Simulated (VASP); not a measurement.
**TiB2: vibrations by perturbation theory with LDA**

Crystal: TiB2.

```
Ti B
1.0
     3.02920    0.00000    0.00000
    -1.51460    2.62336    0.00000
     0.00000    0.00000    3.22840
Ti B
1 2
Direct
  0.00000 0.00000 0.00000
  0.66667 0.33333 0.50000
  0.33333 0.66667 0.50000
```

- Program: VASP 6.6.1
- Task: vibrations by perturbation theory
- Functional: LDA
- Potentials or basis: VASP PAW LDA potentials, release 64 (Ti_sv, B)
- Cutoff: 520 eV
- k mesh: 7 × 7 × 6
- Occupations: fermi-dirac, width 0.05 eV
- Spin: no spin polarisation
- Dipole correction: no
- Further INCAR settings: ALGO = Normal; EDIFF = 1e-08; NBANDS = 16; IBRION = 8; NSW = 1

| Item | Value |
| --- | --- |
| Highest phonon frequency at Γ, LO-TO splitting left out | 880 cm⁻¹ |

Phonon frequencies in cm⁻¹ (negative: imaginary):
| q point | frequencies |
| --- | --- |
| (0.000, 0.000, 0.000) | 0 0 0 481 505 505 549 880 880 |

Run time: 4.3 min on 1 thread of Intel(R) Xeon(R) Platinum 8259CL CPU @ 2.50GHz (Skylake/Cascade Lake), on a shared host, peak memory 0.22 GiB.

Caveat: the cell wasn't relaxed at this level first, which shifts response properties.
